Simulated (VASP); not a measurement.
Wanted: the native input for a VASP 6.6.1 run.

* Task: single point
* Functional: PBE
* Potentials or basis: VASP PAW PBE potentials, release 64 (Mg, Cd, Se)
* Cutoff: 520 eV
* k mesh: 6 × 6 × 2
* Occupations: gaussian, width 0.1 eV
* Spin: no spin polarisation
* Dipole correction: no
* Further INCAR settings: ALGO = Normal; EDIFF = 1e-07; NBANDS = 34

The structure of MgCd3Se2 lies in POSCAR:

```
MgCd3Se2
1.0
    4.8636948900      0.0000000000      0.0000000000
   -2.4318474500      4.2120833300      0.0000000000
    0.0000000000      0.0000000000      7.7143080700
Mg Cd Se
1 3 2
Direct
    0.0000000000      0.0000000000      0.0000000000
    0.3333333300      0.6666666700      0.6510112900
    0.6666666700      0.3333333300      0.3489887100
    0.0000000000      0.0000000000      0.5000000000
    0.3333333300      0.6666666700      0.2492527400
    0.6666666700      0.3333333300      0.7507472600
```

One way to write it, as run:

INCAR

```
SYSTEM = MgCd3Se2
  ALGO = Normal
  EDIFF = 1E-7
  ENCUT = 520
  GGA = PE
  ISIF = 2
  ISMEAR = 0
  LASPH = .True.
  LCHARG = .False.
  LREAL = .False.
  LWAVE = .False.
  NBANDS = 34
  NELM = 100
  PREC = Accurate
  SIGMA = 0.1
```

KPOINTS

```
k-points
0
Gamma
  6 6 2
  0 0 0
```

Potentials or basis: VASP PAW PBE potentials, release 64 (Mg, Cd, Se).

Command:

```sh
$ cat potpaw_PBE.64/Mg/POTCAR potpaw_PBE.64/Cd/POTCAR potpaw_PBE.64/Se/POTCAR > POTCAR
$ mpirun -np 1 vasp_std > vasp.out
```

Results of the run:

- Pressure: -0.6 GPa
- Largest force: 0.634 eV/Å
- Band gap on the k mesh: zero (band 25 reaches 3.42 eV, above the bottom of band 26 at 2.21 eV)

Caveat: the k points lie up to 0.41 Å⁻¹ apart.

Wall time 67 s on 1 thread of AMD EPYC 7R43 64-Core Processor (Zen 3), with other jobs on the host, peak memory 0.25 GiB.
